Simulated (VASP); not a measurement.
# BAs: single point with LDA

BAs:

```
B As
1.0
     0.00000    2.29296    2.29296
     2.29296    0.00000    2.29296
     2.29296    2.29296    0.00000
B As
1 1
Direct
  0.00000 0.00000 0.00000
  0.75000 0.75000 0.75000
```

This cell differs from its parent crystal: strain -0.040 along x and y, -0.040 along z.

```
Program             : VASP 6.6.1
Task                : single point
Functional          : LDA
Potentials or basis : VASP PAW LDA potentials, release 64 (B, As_d)
Cutoff              : 600 eV
k mesh              : 10 × 10 × 10
Occupations         : gaussian, width 0.05 eV
Spin                : no spin polarisation
```

```json
{
 "Pressure": "17.1 GPa",
 "Band gap on the k mesh": "1.01 eV, indirect (least direct gap 3.42 eV)"
}
```

Levels at points of the mesh, in eV from the valence-band top:
| k point | band 6 | band 7 | band 8 | band 9 | band 10 | band 11 | band 12 | band 13 |
| --- | --- | --- | --- | --- | --- | --- | --- | --- |
| (0.00, 0.00, 0.00) | -16.55 | 0.00 | 0.00 | 0.00 | 3.42 | 3.42 | 3.42 | 6.29 |
| (0.50, 0.00, 0.00) | -13.22 | -9.69 | -2.03 | -2.03 | 3.46 | 4.90 | 4.90 | 8.94 |
| (0.50, 0.50, 0.00) | -11.76 | -9.13 | -4.60 | -4.60 | 1.23 | 1.27 | 12.49 | 12.49 |

Wall time 12 s on 1 thread of AMD EPYC 9R45 96-Core Processor (Zen 5), on a shared host, peak memory 0.12 GiB.

Caveat: the cell differs from its parent crystal (strain -0.040 along x and y, -0.040 along z). A k mesh can miss the band edges.
